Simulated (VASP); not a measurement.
# ZnH2 (P6_3/mmc) in VASP: a series of runs, part 2 of 2

VASP 6.6.1. The steps go on from the part before.

**4. Single point, PBE**

INCAR

```
PREC     = Accurate       # precision mode
ENCUT    = 520            # plane-wave cutoff, eV
EDIFF    = 1E-6           # SCF threshold, eV
ISMEAR   = 0              # smearing method
SIGMA    = 0.1            # smearing width, eV
LREAL    = False          # projectors in reciprocal space
LASPH    = True           # aspherical terms in the spheres
NELM     = 100            # most SCF steps
ALGO     = Normal         # electronic algorithm
ISIF     = 2              # what is computed and relaxed
LWAVE    = False          # write WAVECAR
LCHARG   = False          # write CHGCAR
GGA      = PE             # functional
NBANDS   = 23             # bands
```

KPOINTS

```
regular mesh
0
Gamma
  6 6 4
```

POSCAR

```
ZnH2
1.0
    2.6721697886      0.0000000000      0.0000000000
   -1.3360848943      2.3141669202      0.0000000000
    0.0000000000      0.0000000000      8.2482493798
Zn H
2 4
Direct
    0.3333333333      0.6666666667      0.2500000000
    0.6666666667      0.3333333333      0.7500000000
    0.3333333333      0.6666666667      0.6053744786
    0.6666666667      0.3333333333      0.1053744786
    0.3333333333      0.6666666667      0.8946255214
    0.6666666667      0.3333333333      0.3946255214
```

Potentials or basis: VASP PAW PBE potentials, release 64 (Zn, H).

Started as:

```sh
> cat potpaw_PBE.64/Zn/POTCAR potpaw_PBE.64/H/POTCAR > POTCAR
> mpirun -np 1 vasp_std > vasp.out
```

OUTCAR:

```text
PREC = Accurate
   ENCUT = 520
   EDIFF = 1E-6
   ISMEAR = 0
   LREAL = False
   LASPH = True
   NELM = 100
   ISIF = 2
   GGA = PE

 ion  position               nearest neighbor table
   1  0.333  0.667  0.250-   4 1.95   6 1.95   4 1.95   6 1.95   4 1.95   6 1.95
   2  0.667  0.333  0.750-   3 1.95   5 1.95   3 1.95   5 1.95   3 1.95   5 1.95
   3  0.333  0.667  0.605-   2 1.95   2 1.95   2 1.95
   4  0.667  0.333  0.105-   1 1.95   1 1.95   1 1.95
   5  0.333  0.667  0.895-   2 1.95   2 1.95   2 1.95
   6  0.667  0.333  0.395-   1 1.95   1 1.95   1 1.95

  LATTYP: Found a hexagonal cell.
 ALAT       =     2.6721697886
 C/A-ratio  =     3.0867235364

  Lattice vectors:

 A1 = (   2.6721697886,   0.0000000000,   0.0000000000)
 A2 = (  -1.3360848943,   2.3141669202,   0.0000000000)
 A3 = (   0.0000000000,   0.0000000000,   8.2482493798)

Analysis of symmetry for initial positions (statically):
=====================================================================
 Subroutine PRICEL returns:
 Original cell was already a primitive cell.

[... 179 lines left out ...]
 cond. band min:       1.5237074162   @ k =   0.5000   0.0000   0.0000
 fundamental gap:      0.1676302625
 Fermi energy:         1.5177606052

 k-point     1 :       0.0000    0.0000    0.0000
  band No.  band energies     occupation
      1      -9.7273      2.00000
      2      -8.9334      2.00000
      3      -6.6742      2.00000
      4      -6.6098      2.00000
      5      -6.6098      2.00000
      6      -6.6094      2.00000
[... 535 lines left out ...]
     22       9.8878      0.00000
     23      12.3223      0.00000

------------------------ aborting loop because EDIFF is reached ----------------------------------------

  FORCE on cell =-STRESS in cart. coord.  units (eV):
  Direction    XX          YY          ZZ          XY          YZ          ZX
  --------------------------------------------------------------------------------------
  -------------------------------------------------------------------------------------
  Total        0.0517837      0.0517837      0.0318489      0.0000000     -0.0000000      0.0000000
  in kB        1.6266084      1.6266084      1.0004243      0.0000000     -0.0000000      0.0000000
  external PRESSURE =       1.4178804 kB  Pullay stress =       0.0000000 kB

 VOLUME and BASIS-vectors are now :
 -----------------------------------------------------------------------------
  energy-cutoff  :      520.00
  volume of cell :       51.01
      direct lattice vectors                 reciprocal lattice vectors
     2.672169789  0.000000000  0.000000000     0.374227717  0.216060473  0.000000000
    -1.336084894  2.314166920  0.000000000     0.000000000  0.432120947  0.000000000
     0.000000000  0.000000000  8.248249380     0.000000000  0.000000000  0.121237847

 POSITION                                       TOTAL-FORCE (eV/Angst)
 -----------------------------------------------------------------------------------
     -0.00000      1.54278      2.06206        -0.000000      0.000000      0.000000
      1.33608      0.77139      6.18619         0.000000     -0.000000      0.000000
     -0.00000      1.54278      4.99328        -0.000000     -0.000000     -0.006818
      1.33608      0.77139      0.86915        -0.000000      0.000000     -0.006818
     -0.00000      1.54278      7.37909        -0.000000     -0.000000      0.006818
      1.33608      0.77139      3.25497        -0.000000      0.000000      0.006818
 -----------------------------------------------------------------------------------
    total drift:                               -0.000000      0.000000     -0.000000

  FREE ENERGIE OF THE ION-ELECTRON SYSTEM (eV)
  ---------------------------------------------------
  free  energy   TOTEN  =       -12.2311347914 eV

  energy  without entropy=      -12.2270478557  energy(sigma->0) =      -12.22909132
```

stdout:

```text
POSCAR found type information on POSCAR ZnH
 POSCAR found :  2 types and       6 ions
 scaLAPACK will be used
 LDA part: xc-table for (Slater+PW92), standard interpolation
 POSCAR, INCAR and KPOINTS ok, starting setup
 FFT: planning ... GRIDC
 FFT: planning ... GRID_SOFT
 FFT: planning ... GRID
 WAVECAR not read
 entering main loop
```

It took 17 s on 1 thread of Intel Xeon Platinum 8488C (Sapphire Rapids), shared host; peak memory 0.17 GiB.

Results:

```
Free energy            : -12.2311 eV
Pressure               : 0.1 GPa
Largest force          : 0.007 eV/Å
Band gap on the k mesh : zero (band 14 reaches 1.63 eV, above the bottom of band 15 at 0.90 eV)
```

Forces on the atoms (eV/Å):
```
Zn   0.000  0.000  0.000
Zn   0.000  0.000  0.000
H    0.000  0.000 -0.007
H    0.000  0.000 -0.007
H    0.000  0.000  0.007
H    0.000  0.000  0.007
```

Caveat: the k points lie up to 0.45 Å⁻¹ apart.

**5. Relaxation of cell and atoms, PBE**

This run uses another cell than the first one, of 8.47 Å³/atom, 0.998 times its volume.

INCAR

```
PREC = Accurate ; ENCUT = 600
EDIFF = 1E-6 ; ISMEAR = 0
SIGMA = 0.1 ; LREAL = F
LASPH = T ; NELM = 100
ALGO = Normal ; ISIF = 3
LWAVE = F ; LCHARG = F
GGA = PE ; IBRION = 2
NSW = 90 ; EDIFFG = -0.04
```

KPOINTS is that of step 4.

POSCAR

```
ZnH2
1.0
    2.8337314000      0.0000000000      0.0000000000
   -1.4168657000      2.4540833800      0.0000000000
    0.0000000000      0.0000000000      7.3071226400
Zn H
2 4
Direct
    0.3333333300      0.6666666700      0.2500000000
    0.6666666700      0.3333333300      0.7500000000
    0.3333333300      0.6666666700      0.5479999800
    0.6666666700      0.3333333300      0.0479999800
    0.3333333300      0.6666666700      0.9520000200
    0.6666666700      0.3333333300      0.4520000200
```

Started as:

```sh
> cat potpaw_PBE.64/Zn/POTCAR potpaw_PBE.64/H/POTCAR > POTCAR
> mpirun -np 1 vasp_std > vasp.out
```

Run time: 2.5 min. Hardware: 1 thread of Intel Xeon Platinum 8488C (Sapphire Rapids), shared host; peak memory 0.19 GiB.

Results (log left out):

```
Free energy                            : -11.7981 eV
Relaxed volume                         : 7.97 Å³/atom
Relaxed cell                           : a = 2.987 Å, b = 2.987 Å, c = 6.189 Å, α = 90.00°, β = 90.00°, γ = 120.00°
Space group after relaxing (to 0.05 Å) : P6_3/mmc (No. 194)
Energy gained by relaxing              : 49.2 meV/atom
Ionic steps                            : 13
Pressure after relaxing                : 0.0 GPa
Largest force after relaxing           : 0.036 eV/Å
Band gap on the k mesh                 : zero (band 14 reaches 4.01 eV, above the bottom of band 15 at 1.56 eV)
```

Forces on the atoms (eV/Å):
```
Zn   0.000  0.000  0.000
Zn   0.000  0.000  0.000
H    0.000  0.000 -0.036
H    0.000  0.000 -0.036
H    0.000  0.000  0.036
H    0.000  0.000  0.036
```

Stress tensor (GPa, compression positive):
```
-0.11  0.00  0.00
 0.00 -0.11  0.00
 0.00  0.00  0.08
```

The path:
```tsv
step	energy change (eV)	largest force (eV/Å)	pressure (GPa)	volume (Å³)
1	0.0000	0.1806	-7.48	50.82
2	-0.1524	0.1358	-3.85	47.96
3	-0.2120	0.1508	-0.06	45.71
4	-0.2158	0.1573	1.29	44.98
5	-0.2295	0.1777	1.05	45.22
6	-0.2473	0.2124	0.71	45.75
7	-0.2583	0.0034	0.23	46.75
8	-0.2720	0.1788	-0.63	48.53
9	-0.2846	0.1083	-0.20	47.74
10	-0.2852	0.1218	-0.31	47.87
11	-0.2884	0.0164	0.34	47.84
12	-0.2923	0.0664	-0.02	47.86
13	-0.2949	0.0364	-0.04	47.83
```

Final structure:
```cif
data_structure
_symmetry_space_group_name_H-M 'P 1'
_symmetry_Int_Tables_number 1
_cell_length_a 2.9874
_cell_length_b 2.9874
_cell_length_c 6.1889
_cell_angle_alpha 90.000
_cell_angle_beta 90.000
_cell_angle_gamma 120.000
_cell_volume 47.83
loop_
_atom_site_label
_atom_site_type_symbol
_atom_site_fract_x
_atom_site_fract_y
_atom_site_fract_z
_atom_site_occupancy
Zn1 Zn 0.33333 0.66667 0.25000 1
Zn2 Zn 0.66667 0.33333 0.75000 1
H1 H 0.33333 0.66667 0.56760 1
H2 H 0.66667 0.33333 0.06760 1
H3 H 0.33333 0.66667 0.93240 1
H4 H 0.66667 0.33333 0.43240 1
```

Levels at points of the mesh, in eV from the Fermi level:
| k point | band 11 | band 12 | band 13 | band 14 | band 15 | band 16 | band 17 | band 18 |
| --- | --- | --- | --- | --- | --- | --- | --- | --- |
| (0.00, 0.00, 0.00) | -6.98 | -6.98 | -5.62 | 1.88 | 5.73 | 5.90 | 8.91 | 11.73 |
| (0.50, 0.00, 0.00) | -5.58 | -4.78 | -3.79 | -0.81 | -0.45 | 0.03 | 5.91 | 6.97 |
| (0.00, 0.00, 0.50) | -7.02 | -7.02 | -2.11 | -2.11 | 5.77 | 5.77 | 12.68 | 12.68 |
| (0.50, 0.00, 0.50) | -5.58 | -5.58 | -2.99 | -2.99 | 2.26 | 2.26 | 4.43 | 4.43 |

Caveat: the k points lie up to 0.40 Å⁻¹ apart in the final cell.

**6. Overview**

| task | cell | k mesh | cutoff (eV) | gap on the mesh (eV) | pressure (GPa) | relaxed volume (Å³/atom) | largest force (eV/Å) |
| --- | --- | --- | --- | --- | --- | --- | --- |
| single point | a = 2.675, b = 2.675, c = 8.217 Å, angles 90.0, 90.0, 120.0°, 6 atoms | 18 × 18 × 6 | 520 | none | 0.1 | - | 0.01 |
| relaxation of cell and atoms | relaxed from a = 2.672, b = 2.672, c = 8.248 Å, angles 90.0, 90.0, 120.0°, 6 atoms | 18 × 18 × 6 | 600 | none | 0.1 | 8.50 | - |
| single point | a = 2.672, b = 2.672, c = 8.248 Å, angles 90.0, 90.0, 120.0°, 6 atoms | 6 × 6 × 4 | 520 | none | 0.1 | - | 0.01 |
| relaxation of cell and atoms | relaxed from a = 2.834, b = 2.834, c = 7.307 Å, angles 90.0, 90.0, 120.0°, 6 atoms | 6 × 6 × 4 | 600 | none | 0.0 | 7.97 | 0.04 |

Alike in all rows: level PBE; potentials or basis VASP PAW PBE potentials, release 64 (Zn, H); no spin polarisation; smearing gaussian 0.1 eV.

Caveats: some runs use coarse meshes.

Absolute energies hang on the potentials; compare differences alone.
